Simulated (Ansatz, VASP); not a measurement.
Two plane-wave programs on WSe2

```
W Se
1.0
     3.39379    0.00000    0.00000
    -1.69690    2.93911    0.00000
     0.00000    0.00000   12.78861
W Se
2 4
Direct
  0.33333 0.66667 0.25000
  0.66667 0.33333 0.75000
  0.33333 0.66667 0.61829
  0.66667 0.33333 0.11829
  0.33333 0.66667 0.88171
  0.66667 0.33333 0.38171
```

Change from the starting cell: strain +0.0350 x Voigt [1, 1, 0, 0, 0, 0], atoms carried along.

Alike in both runs: task single point; functional PBE; dispersion D3(BJ); k mesh 12 × 12 × 2; occupations gaussian, width 0.05 eV; no spin polarisation.

|  | VASP | Ansatz |
| --- | --- | --- |
| version | VASP 6.6.1 | Ansatz 0.2.0 |
| potentials or method | VASP PAW PBE potentials, release 64 (W_sv, Se), cutoff 520 eV | scalar-relativistic, plane waves, PAW |
| valence electrons in the cell | 52 | 92 |

VASP gave:

```
gap on the k mesh at the Fermi level (eV)                     : 0.88
least direct gap on the mesh (eV)                             : 1.25
pressure (GPa)                                                : -7.7
traceless stress, the component that is largest in VASP (GPa) : 2.27
rms of the force components (eV/Å)                            : 0.293
```

Estimate Ansatz's values.

gap on the k mesh at the Fermi level (eV): 0.88; least direct gap on the mesh (eV): 1.25; pressure (GPa): -7.9; traceless stress, the component that is largest in VASP (GPa): 2.21; rms of the force components (eV/Å): 0.310.

Atom by atom the forces differ by 0.017 eV/Å (rms over components). VASP's potentials hold 52 valence electrons a cell and Ansatz's 92, so a difference there can come from the potentials and not from the codes.

Neither program's run includes spin-orbit coupling.
